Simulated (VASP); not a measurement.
B:

```
B
1.0
    -1.75861    1.75861    1.75861
     1.75861   -1.75861    1.75861
     1.75861    1.75861   -1.75861
B
3
Direct
  0.00000 0.50000 0.50000
  0.50000 0.00000 0.50000
  0.50000 0.50000 0.00000
```

| Quantity | Value |
| --- | --- |
| Program | VASP 6.6.1 |
| Task | relaxation of cell and atoms |
| Functional | PBE |
| Potentials or basis | VASP PAW PBE potentials, release 64 (B) |
| Cutoff | 600 eV |
| k mesh | 8 × 8 × 8 |
| Occupations | gaussian, width 0.1 eV |
| Spin | no spin polarisation |

At the start: pressure 9.7 GPa; volume 7.25 Å³/atom.

**Question.** Where does the relaxation end?

**Answer.** Over 3 steps the energy falls by 9.3 meV/atom and the volume is 7.57 Å³/atom (+4.4 %); space group Im-3m (No. 229, to 0.05 Å).

Step by step:
```csv
step,energy change (eV),largest force (eV/Å),pressure (GPa),volume (Å³)
1,0.0000,0.0000,9.65,21.76
2,-0.0222,0.0000,-3.94,23.16
3,-0.0278,0.0000,0.01,22.71
```

Final structure:
```xyz
3
Lattice="-1.7839 1.7839 1.7839 1.7839 -1.7839 1.7839 1.7839 1.7839 -1.7839" Properties=species:S:1:pos:R:3 pbc="T T T"
B     1.7839    0.0000    0.0000
B     0.0000    1.7839    0.0000
B     0.0000    0.0000    1.7839
```
